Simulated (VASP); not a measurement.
Runs of VASP 6.6.1 on Zr. The structure is that of space group P6_3/mmc (No. 194), or close to it. The cells are those of the table. 

```csv
task,cell,gap on the mesh (eV),pressure (GPa)
single point,"a = 3.329, b = 3.329, c = 5.147 Å, angles 90.0, 90.0, 120.0°, 2 atoms",none,-4.5
single point,"a = 3.264, b = 3.264, c = 5.147 Å, angles 90.0, 90.0, 120.0°, 2 atoms",none,(b)
electric field gradients,"a = 3.275, b = 3.275, c = 5.215 Å, angles 90.0, 90.0, 120.0°, 2 atoms",none,-3.0
electric field gradients,"a = 3.166, b = 3.166, c = 5.042 Å, angles 90.0, 90.0, 120.0°, 2 atoms",none,7.0
electric field gradients,"a = 3.210, b = 3.210, c = 5.112 Å, angles 90.0, 90.0, 120.0°, 2 atoms",none,2.5
single point,"a = 3.166, b = 3.166, c = 5.042 Å, angles 90.0, 90.0, 120.0°, 2 atoms",none,7.0
single point,"a = 3.167, b = 3.167, c = 5.147 Å, angles 90.0, 90.0, 120.0°, 2 atoms",none,4.5
single point,"a = 3.210, b = 3.210, c = 5.112 Å, angles 90.0, 90.0, 120.0°, 2 atoms",none,2.5
electric field gradients,"a = 3.232, b = 3.232, c = 5.301 Å, angles 90.0, 90.0, 120.0°, 2 atoms",none,-2.3
electric field gradients,"a = 3.232, b = 3.232, c = 5.147 Å, angles 90.0, 90.0, 120.0°, 2 atoms",none,(a)
single point,"a = 3.243, b = 3.243, c = 5.164 Å, angles 90.0, 90.0, 120.0°, 2 atoms",none,-0.4
single point,"a = 3.275, b = 3.275, c = 5.215 Å, angles 90.0, 90.0, 120.0°, 2 atoms",none,-3.0
```

Alike in all rows: level PBE; potentials or basis VASP PAW PBE potentials, release 64 (Zr_sv); no spin polarisation; k mesh 13 × 13 × 7; cutoff (eV) 520; smearing fermi-dirac 0.08 eV.

Fill in the values left out.

(a) 0.5; (b) -1.3.

Caveats: the cell stands under tension (at least some runs); the cell stands under pressure (at least some runs).

A k mesh can miss the band edges, and the runs leave out spin-orbit coupling on Zr.

A gap of «none» marks levels without a gap at the run's occupations.
